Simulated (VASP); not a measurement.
Here is a VASP 6.6.1 calculation.

File INCAR:

```
SYSTEM = Li2Pt
PREC     = Accurate       ! precision mode
ENCUT    = 520            ! plane-wave cutoff, eV
EDIFF    = 1E-8           ! SCF threshold, eV
ISMEAR   = -1             ! smearing method
SIGMA    = 0.03           ! smearing width, eV
LREAL    = .FALSE.        ! projectors in reciprocal space
LASPH    = .TRUE.         ! aspherical terms in the spheres
NELM     = 100            ! most SCF steps
ALGO     = Normal         ! electronic algorithm
ISIF     = 2              ! what is computed and relaxed
LWAVE    = .FALSE.        ! write WAVECAR
LCHARG   = .FALSE.        ! write CHGCAR
GGA      = CA             ! functional
LEFG     = .TRUE.       
NBANDS   = 15             ! bands
```

Contents of KPOINTS:

```
regular mesh
0
G
  9 9 12
  0 0 0
```

The input POSCAR:

```
Li2Pt
1.0
    4.1005464584      0.0000000000      0.0000000000
   -2.0502732292      3.5511774024      0.0000000000
    0.0000000000      0.0000000000      2.6066786353
Li Pt
2 1
Direct
    0.3333333333      0.6666666667      0.5000000000
    0.6666666667      0.3333333333      0.5000000000
    0.0000000000      0.0000000000      0.0000000000
```

Potentials or basis: VASP PAW LDA potentials, release 64 (Li_sv, Pt).

The run is started by

```console
$ cat potpaw_LDA.64/Li_sv/POTCAR potpaw_LDA.64/Pt/POTCAR > POTCAR
$ mpirun -np 1 vasp_std > vasp.out
```

(1) Predict the band gap on the k mesh.

Results:

(1) zero (band 8 reaches 6.79 eV, above the bottom of band 9 at 4.96 eV).

Caveat: without QUAD_EFG the Cq values of the log hold for a quadrupole moment of 1 mb, not for the nuclei; spin-orbit coupling is left out, which moves the levels of the heavy elements.
